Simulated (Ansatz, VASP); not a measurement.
# HfO2 in VASP and in Ansatz

POSCAR

```
HfO2
1.0
    0.0000000000      2.5557609000      2.5557609000
    2.5557609000      0.0000000000      2.5557609000
    2.5557609000      2.5557609000      0.0000000000
Hf O
1 2
Direct
    0.0000000000      0.0000000000      0.0000000000
    0.2500000000      0.2500000000      0.2500000000
    0.7500000000      0.7500000000      0.7500000000
```

Contents of INCAR.step1:

```
ALGO     = Normal         # electronic algorithm
EDIFF    = 1E-4           # SCF threshold, eV
ENCUT    = 520            # plane-wave cutoff, eV
GGA      = PE             # functional
ISMEAR   = 0              # smearing method
LASPH    = T              # aspherical terms in the spheres
LCHARG   = F              # write CHGCAR
LREAL    = F              # projectors in reciprocal space
LWAVE    = T              # write WAVECAR
NBANDS   = 18             # bands
NELM     = 80             # most SCF steps
PREC     = Accurate       # precision mode
SIGMA    = 0.02           # smearing width, eV
```

File INCAR.step2:

```
ALGO     = Normal         # electronic algorithm
EDIFF    = 1E-7           # SCF threshold, eV
ENCUT    = 520            # plane-wave cutoff, eV
ISIF     = 2              # what is computed and relaxed
ISMEAR   = 0              # smearing method
ISTART   = 1            
LASPH    = T              # aspherical terms in the spheres
LCHARG   = F              # write CHGCAR
LMIXTAU  = T            
LREAL    = F              # projectors in reciprocal space
LWAVE    = F              # write WAVECAR
METAGGA  = R2SCAN         # meta-GGA
NBANDS   = 18             # bands
NELM     = 80             # most SCF steps
PREC     = Accurate       # precision mode
SIGMA    = 0.02           # smearing width, eV
```

The input KPOINTS:

```
k-points
0
Gamma
  8 8 8
```

Input for Ansatz:

```yaml
crystal:
  lattice:
    - [0.0, 2.5557609, 2.5557609]
    - [2.5557609, 0.0, 2.5557609]
    - [2.5557609, 2.5557609, 0.0]
  atoms:
    - { symbol: Hf, position: [0.0, 0.0, 0.0] }
    - { symbol: O, position: [0.25, 0.25, 0.25] }
    - { symbol: O, position: [0.75, 0.75, 0.75] }
basis:
  ecutwfc: 500
kpoints:
  mp_grid: { grid: [8, 8, 8] }
hamiltonian:
  xc: r2scan
scf:
  occupations: { method: gaussian, width: 0.02 }
output:
  forces: true
  stress: true
  eigenvalues: true
  write_density: true
  write_potential: true
  elf: true
  volumetric_format: npy
```

Alike in both runs: task single point; functional r2SCAN; k mesh 8 × 8 × 8; occupations gaussian, width 0.02 eV; no spin polarisation.

|  | VASP | Ansatz |
| --- | --- | --- |
| version | VASP 6.6.1 | Ansatz 0.2.0 |
| potentials or method | VASP PAW PBE potentials, release 64 (Hf_pv, O), cutoff 520 eV | scalar-relativistic, plane waves, PAW |
| valence electrons in the cell | 22 | 38 |

|  | VASP | Ansatz | Ansatz less VASP |
| --- | --- | --- | --- |
| gap on the k mesh at the Fermi level (eV) | 4.22 | 4.22 | -0.003 |
| least direct gap on the mesh (eV) | 4.22 | 4.22 | -0.003 |
| pressure (GPa) | -11.6 | -7.9 | +3.67 |

VASP's potentials were made for PBE, not for r2SCAN. VASP's potentials hold 22 valence electrons a cell and Ansatz's 38, so a difference there can come from the potentials and not from the codes.

Neither program's run includes spin-orbit coupling.
